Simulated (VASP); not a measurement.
A run of VASP 6.6.1:

File INCAR:

```
SYSTEM = Ni
PREC = Accurate
ENCUT = 520
EDIFF = 1E-6
ISMEAR = -5
SIGMA = 0.05
LREAL = .False.
LASPH = .True.
NELM = 150
ALGO = Normal
ISIF = 2
LWAVE = .False.
LCHARG = .False.
ISPIN = 2
MAGMOM = 1
LORBIT = 11
LMAXMIX = 4
LDAU = .True.
LDAUTYPE = 2
LDAUL = 2
LDAUU = 3.5
LDAUJ = 0
LDAUPRINT = 1
GGA = PE
IVDW = 13
NBANDS = 15
```

The input KPOINTS:

```
Automatic mesh
0
Gamma
  13 13 13
  0 0 0
```

The input POSCAR:

```
Ni
1.0
    0.0000000000      1.6869998601      1.6869998601
    1.6869998601      0.0000000000      1.6869998601
    1.6869998601      1.6869998601      0.0000000000
Ni
1
Direct
    0.0000000000      0.0000000000      0.0000000000
```

Potentials or basis: VASP PAW PBE potentials, release 64 (Ni).

Run with:

```console
$ cat potpaw_PBE.64/Ni/POTCAR > POTCAR
$ mpirun -np 1 vasp_std > vasp.out
```

Hardware: 1 thread of Intel(R) Xeon(R) 6975P-C (Granite Rapids) (shared host).

Problem. How long does it take, and how much memory?

Solution. Run time: 15 s on 1 thread of Intel(R) Xeon(R) 6975P-C (Granite Rapids), on a shared host, peak memory 0.13 GiB. Counts: scf iterations 15, k points 84.
